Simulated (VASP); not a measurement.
# CdS (NiAs type) (P6_3/mmc) in VASP: relaxation of cell and atoms with PBE

Aim: the relaxation of cell and atoms of CdS (NiAs type) with PBE.

Program: VASP 6.6.1. These are calculated values, not measurements. Logs are shortened: lines on timing, memory, paths and dates and some standing lists are left out, and cuts for length are marked.

### 1 The cell of the first run

The structure is hexagonal, space group P6_3/mmc (No. 194). The conventional cell has a = 3.954 Å, b = 3.954 Å, c = 6.128 Å, α = 90.00°, β = 90.00°, γ = 120.00°. Cd (site symmetry -3m) has 6 S at 2.75 Å and 2 Cd at 3.06 Å within 3.6 Å. Within 3.6 Å of S (site symmetry -6m2) lie 6 Cd at 2.75 Å.

### 2 Relaxation of cell and atoms, PBE, target pressure 0.0098 GPa, at which the enthalpy is minimised

INCAR

```
SYSTEM = CdS
PREC = Accurate ; ENCUT = 600
EDIFF = 1E-7 ; ISMEAR = -1
SIGMA = 0.1 ; LREAL = .False.
LASPH = .True. ; NELM = 60
ALGO = Normal ; ISIF = 3
LWAVE = .False. ; LCHARG = .False.
GGA = PE ; IBRION = 2
NSW = 60 ; EDIFFG = -0.005
PSTRESS = 0.098
```

KPOINTS

```
regular mesh
0
Gamma
  9 9 5
  0 0 0
```

POSCAR

```
CdS
1.0
    3.9535793716      0.0000000000      0.0000000000
   -1.9767896858      3.4239001717      0.0000000000
    0.0000000000      0.0000000000      6.1280480259
Cd S
2 2
Direct
    0.0000000000      0.0000000000      0.0000000000
    0.0000000000      0.0000000000      0.5000000000
    0.3333333333      0.6666666667      0.2500000000
    0.6666666667      0.3333333333      0.7500000000
```

Potentials or basis: VASP PAW PBE potentials, release 64 (Cd, S).

The run is started by

```
$ cat potpaw_PBE.64/Cd/POTCAR potpaw_PBE.64/S/POTCAR > POTCAR
$ mpirun -np 1 vasp_std > vasp.out
```

OUTCAR:

```text
SYSTEM = CdS
   PREC = Accurate
   ENCUT = 600
   EDIFF = 1E-7
   ISMEAR = -1
   LREAL = .False.
   LASPH = .True.
   NELM = 60
   ISIF = 3
   GGA = PE
   IBRION = 2
   NSW = 60
   EDIFFG = -0.005
   PSTRESS = 0.098

 ion  position               nearest neighbor table
   1  0.000  0.000  0.000-   3 2.75   4 2.75   4 2.75   3 2.75   4 2.75   3 2.75   2 3.06   2 3.06

   2  0.000  0.000  0.500-   3 2.75   4 2.75   4 2.75   3 2.75   4 2.75   3 2.75   1 3.06   1 3.06

   3  0.333  0.667  0.250-   1 2.75   2 2.75   1 2.75   2 2.75   1 2.75   2 2.75
   4  0.667  0.333  0.750-   1 2.75   2 2.75   1 2.75   2 2.75   1 2.75   2 2.75

  LATTYP: Found a hexagonal cell.
 ALAT       =     3.9535793716
 C/A-ratio  =     1.5500000000

  Lattice vectors:

 A1 = (   3.9535793716,   0.0000000000,   0.0000000000)
 A2 = (  -1.9767896858,   3.4239001717,   0.0000000000)
 A3 = (   0.0000000000,   0.0000000000,   6.1280480259)

Analysis of symmetry for initial positions (statically):
=====================================================================
 Subroutine PRICEL returns:
 Original cell was already a primitive cell.

 Routine SETGRP: Setting up the symmetry group for a
 hexagonal supercell.

 Subroutine GETGRP returns: Found 24 space group operations
 (whereof 12 operations were pure point group operations)
 out of a pool of 24 trial point group operations.

The static configuration has the point symmetry D_3d.
 The point group associated with its full space group is D_6h.

Analysis of symmetry for dynamics (positions and initial velocities):
=====================================================================
 Subroutine PRICEL returns:
 Original cell was already a primitive cell.

 Routine SETGRP: Setting up the symmetry group for a
 hexagonal supercell.

 Subroutine GETGRP returns: Found 24 space group operations
 (whereof 12 operations were pure point group operations)
 out of a pool of 24 trial point group operations.

The dynamic configuration has the point symmetry D_3d.
 The point group associated with its full space group is D_6h.

 Subroutine INISYM returns: Found 24 space group operations
 (whereof 12 operations are pure point group operations),
 and found     1 'primitive' translations

----------------------------------------------------------------------------------------

                                     Primitive cell

  volume of cell :      82.9533

  direct lattice vectors                    reciprocal lattice vectors
     3.953579372  0.000000000  0.000000000     0.252935355  0.146032295  0.000000000
    -1.976789686  3.423900172  0.000000000     0.000000000  0.292064590  0.000000000
     0.000000000  0.000000000  6.128048026     0.000000000  0.000000000  0.163184100

  length of vectors
     3.953579372  3.953579372  6.128048026     0.292064590  0.292064590  0.163184100

  position of ions in fractional coordinates (direct lattice)
     0.000000000  0.000000000  0.000000000
     0.000000000  0.000000000  0.500000000
     0.333333333  0.666666667  0.250000000
     0.666666667  0.333333333  0.750000000

  ion indices of the primitive-cell ions
   primitive index   ion index
                 1           1
                 2           2
                 3           3
                 4           4

----------------------------------------------------------------------------------------

 KPOINTS: regular mesh

Automatic generation of k-mesh.
 Grid dimensions read from file:
 generate k-points for:    9    9    5

 Generating k-lattice:

  Cartesian coordinates                     Fractional coordinates (reciprocal lattice)
     0.028103928  0.016225811  0.000000000     0.111111111  0.000000000  0.000000000
     0.000000000  0.032451621  0.000000000     0.000000000  0.111111111  0.000000000
     0.000000000  0.000000000  0.032636820     0.000000000  0.000000000  0.200000000

  Length of vectors
     0.032451621  0.032451621  0.032636820

  Shift w.r.t. Gamma in fractional coordinates (k-lattice)
     0.000000000  0.000000000  0.000000000

 Subroutine IBZKPT returns following result:
 ===========================================

 Found     36 irreducible k-points:

 Following reciprocal coordinates:
            Coordinates               Weight
  0.000000  0.000000  0.000000      1.000000
  0.111111  0.000000  0.000000      6.000000
  0.222222  0.000000  0.000000      6.000000
  0.333333  0.000000  0.000000      6.000000
  0.444444  0.000000  0.000000      6.000000
  0.111111  0.111111  0.000000      6.000000
[... 16 lines left out ...]
  0.333333  0.222222  0.200000     24.000000
  0.333333  0.333333  0.200000      4.000000
 [... further k-points ...]
   k-points           NKPTS =     36   k-points in BZ     NKDIM =     36   number of bands    NBANDS=     22
   number of dos      NEDOS =    301   number of ions     NIONS =      4
   total plane-waves  NPLWV =  51200
   dimension x,y,z NGX =    32 NGY =   32 NGZ =   50
   dimension x,y,z NGXF=    64 NGYF=   64 NGZF=  100
   ions per type =               2   2
   NGX,Y,Z   is equivalent  to a cutoff of  13.46, 13.46, 13.56 a.u.
   NGXF,Y,Z  is equivalent  to a cutoff of  26.91, 26.91, 27.13 a.u.
 SYSTEM =  CdS
   PREC   = accura    normal or accurate (medium, high low for compatibility)
   ISTART =      0    job   : 0-new  1-cont  2-samecut
   ICHARG =      2    charge: 1-file 2-atom 10-const
   ISPIN  =      1    spin polarized calculation?
   LNONCOLLINEAR =      F non collinear calculations
   LSORBIT =      F    spin-orbit coupling
   LASPH  =      T    aspherical Exc in radial PAW
   ENCUT  =  600.0 eV  44.10 Ry    6.64 a.u.   7.90  7.90 12.24*2*pi/ulx,y,z
   NELM   =     60;   NELMIN=  2; NELMDL= -5     # of ELM steps
   EDIFF  = 0.1E-06   stopping-criterion for ELM
   LREAL  =      F    real-space projection
   EDIFFG = -.5E-02   stopping-criterion for IOM
   NSW    =     60    number of steps for IOM
   IBRION =      2    ionic relax: 0-MD 1-quasi-New 2-CG
   NFREE  =      1    steps in history (QN), initial steepest desc. (CG)
   ISIF   =      3    stress and relaxation
   ISYM   =      2    0-nonsym 1-usesym 2-fastsym
   POTIM  = 0.5000    time-step for ionic-motion
   TEBEG  =    0.0;   TEEND  =   0.0 temperature during run
   PSTRESS=    0.1 pullay stress
   NELECT =      36.0000    total number of electrons
   NUPDOWN=      -1.0000    fix difference up-down
   EMIN   =  10.00;   EMAX   =-10.00  energy-range for DOS
   EFERMI =   0.00;   METHOD = LEGACY
   ISMEAR =    -1;   SIGMA  =   0.10  broadening in eV -4-tet -1-fermi 0-gaus
   EFERMI_NEDOS =   21; number of points for ismear=-14 and -15
   IALGO  =     38    algorithm
   IMIX   =      4    mixing-type and parameters
     AMIX     =   0.40;   BMIX     =  1.00
     AMIX_MAG =   1.60;   BMIX_MAG =  1.00
  volume/ion in A,a.u.               =      20.74       139.95
  Fermi-wavevector in a.u.,A,eV,Ry     =   1.239456  2.342232 20.901964  1.536251
  Thomas-Fermi vector in A             =   2.373938
   LORBIT       =      0    0 simple, 1 ext, 2 COOP (PROOUT), +10 PAW based schemes
   GGA     = PE    functional components
   LHFCALC =     F    Hartree Fock is set to
   AEXX    =    0.0000 exact exchange contribution
   IVDW    =     0    specifies the selected vdW correction
   LEPSILON=     F    determine dielectric tensor
   LRPA    =     F    only Hartree local field effects (RPA)
 conjugate gradient relaxation of ions
 non-spin polarized calculation
  energy-cutoff  :      600.00
  volume of cell :       82.95
 maximum number of plane-waves:      2790
 NGX is ok and might be reduce to    32
   NGX = 15   NGY = 15   NGZ = 25

--------------------------------------- Ionic step        1  -------------------------------------------

 number of electron      36.0000002 magnetization

 Free energy of the ion-electron system (eV)
  ---------------------------------------------------
  ext. energy  EPLUGINS =         0.00000000
  ---------------------------------------------------
  free energy    TOTEN  =       -11.50615102 eV

  energy without entropy =      -11.50475019  energy(sigma->0) =      -11.50545060

------------------------ aborting loop because EDIFF is reached ----------------------------------------

  FORCE on cell =-STRESS in cart. coord.  units (eV):
  Direction    XX          YY          ZZ          XY          YZ          ZX
  --------------------------------------------------------------------------------------
  -------------------------------------------------------------------------------------
  Total        0.0712449      0.0712449      2.9849596      0.0000000      0.0000000     -0.0000000
  in kB        1.3760393      1.3760393     57.6521248      0.0000000      0.0000000     -0.0000000
  external PRESSURE =      20.0367345 kB  Pullay stress =       0.0980000 kB

 VOLUME and BASIS-vectors are now :
 -----------------------------------------------------------------------------
  energy-cutoff  :      600.00
  volume of cell :       82.95
      direct lattice vectors                 reciprocal lattice vectors
     3.953579372  0.000000000  0.000000000     0.252935355  0.146032295  0.000000000
    -1.976789686  3.423900172  0.000000000     0.000000000  0.292064590  0.000000000
     0.000000000  0.000000000  6.128048026     0.000000000  0.000000000  0.163184100
[... 250 lines left out ...]
  FREE ENERGIE OF THE ION-ELECTRON SYSTEM (eV)
  ---------------------------------------------------
  free  energy   TOTEN  =       -11.5905979263 eV

  energy  without entropy=      -11.5890452008  energy(sigma->0) =      -11.58982156

  enthalpy is  TOTEN    =       -11.5854167085 eV   P V=        0.0051812178

--------------------------------------- Ionic step        8  -------------------------------------------

 number of electron      36.0000012 magnetization

 Free energy of the ion-electron system (eV)
  ---------------------------------------------------
  ext. energy  EPLUGINS =         0.00000000
  ---------------------------------------------------
  free energy    TOTEN  =       -11.59060203 eV

  energy without entropy =      -11.58904208  energy(sigma->0) =      -11.58982205

 E-fermi :   3.0749     XC(G=0): -10.2042

 val. band max:        2.6099458572   @ k =   0.0000   0.0000   0.0000
 cond. band min:       3.1315450911   @ k =   0.0000   0.0000   0.0000
 fundamental gap:      0.5215992340
 Fermi energy:         3.0748503030

 k-point     1 :       0.0000    0.0000    0.0000
  band No.  band energies     occupation
      1     -10.0135      2.00000
      2      -9.0017      2.00000
      3      -5.3963      2.00000
      4      -5.3336      2.00000
      5      -5.3336      2.00000
      6      -5.0249      2.00000
[... 14 lines left out ...]
     21       9.3522      0.00000
     22       9.3522      0.00000
[... 552 lines left out ...]
  band No.  band energies     occupation
      1      -9.0051      2.00000
      2      -9.0051      2.00000
      3      -5.3329      2.00000
      4      -5.2082      2.00000
      5      -5.2082      2.00000
      6      -5.0459      2.00000
[... 14 lines left out ...]
     21       8.1999      0.00000
     22       8.1999      0.00000

 [... further k-points ...]
[... 5 lines left out ...]
  --------------------------------------------------------------------------------------
  -------------------------------------------------------------------------------------
  Total        0.0116965      0.0116965      0.0059222      0.0000000      0.0000000      0.0000000
  in kB        0.2211650      0.2211650      0.1119810      0.0000000      0.0000000      0.0000000
  external PRESSURE =       0.0867703 kB  Pullay stress =       0.0980000 kB

 VOLUME and BASIS-vectors are now :
 -----------------------------------------------------------------------------
  energy-cutoff  :      600.00
  volume of cell :       84.73
      direct lattice vectors                 reciprocal lattice vectors
     3.883379669  0.000000000 -0.000000000     0.257507657  0.148672115  0.000000000
    -1.941689834  3.363105446  0.000000000    -0.000000000  0.297344230  0.000000000
    -0.000000000 -0.000000000  6.487824077     0.000000000 -0.000000000  0.154134882

 POSITION                                       TOTAL-FORCE (eV/Angst)
 -----------------------------------------------------------------------------------
     -0.00000     -0.00000      6.48782         0.000000     -0.000000      0.000000
     -0.00000     -0.00000      3.24391         0.000000      0.000000      0.000000
     -0.00000      2.24207      1.62196        -0.000000     -0.000000      0.000000
      1.94169      1.12104      4.86587         0.000000      0.000000     -0.000000
 -----------------------------------------------------------------------------------
    total drift:                                0.000000     -0.000000      0.000000

  FREE ENERGIE OF THE ION-ELECTRON SYSTEM (eV)
  ---------------------------------------------------
  free  energy   TOTEN  =       -11.5906020289 eV

  energy  without entropy=      -11.5890420767  energy(sigma->0) =      -11.58982205

  enthalpy is  TOTEN    =       -11.5854192236 eV   P V=        0.0051828053

 reached required accuracy - stopping structural energy minimisation
```

Run time: 8.6 min. Hardware: 1 thread of Intel Xeon 8259CL, shared host; peak memory 0.27 GiB.

What came out:

```
Free energy                                                : -11.5906 eV
Relaxed volume                                             : 21.18 Å³/atom
Relaxed cell                                               : a = 3.883 Å, b = 3.883 Å, c = 6.488 Å, α = 90.00°, β = 90.00°, γ = 120.00°
Space group after relaxing (to 0.1 Å)                      : P6_3/mmc (No. 194)
Energy change on relaxing (the run minimises the enthalpy) : -21.1 meV/atom
Ionic steps                                                : 8
Pressure after relaxing                                    : 0.0 GPa
Band gap on the k mesh                                     : 0.52 eV
```

Step by step:
```
step  energy change (eV)  largest force (eV/Å)  pressure (GPa)  volume (Å³)
   1              0.0000                0.0000            2.01        82.95
   2             -0.0607                0.0000           -0.87        86.07
   3             -0.0623                0.0000           -1.42        86.75
   4             -0.0833                0.0000           -0.41        85.29
   5             -0.0844                0.0000           -0.10        84.89
   6             -0.0844                0.0000           -0.09        84.86
   7             -0.0844                0.0000            0.04        84.71
   8             -0.0845                0.0000            0.02        84.73
```

Final structure:
```
CELL_PARAMETERS angstrom
3.88338 0.00000 0.00000
-1.94169 3.36311 0.00000
0.00000 0.00000 6.48782
ATOMIC_POSITIONS crystal
Cd 0.00000 0.00000 0.00000
Cd 0.00000 0.00000 0.50000
S 0.33333 0.66667 0.25000
S 0.66667 0.33333 0.75000
```

Caveat: the cell is relaxed towards a set pressure, so the run minimises the enthalpy, not the energy; semilocal functionals underestimate gaps, and a narrow one can read as zero.
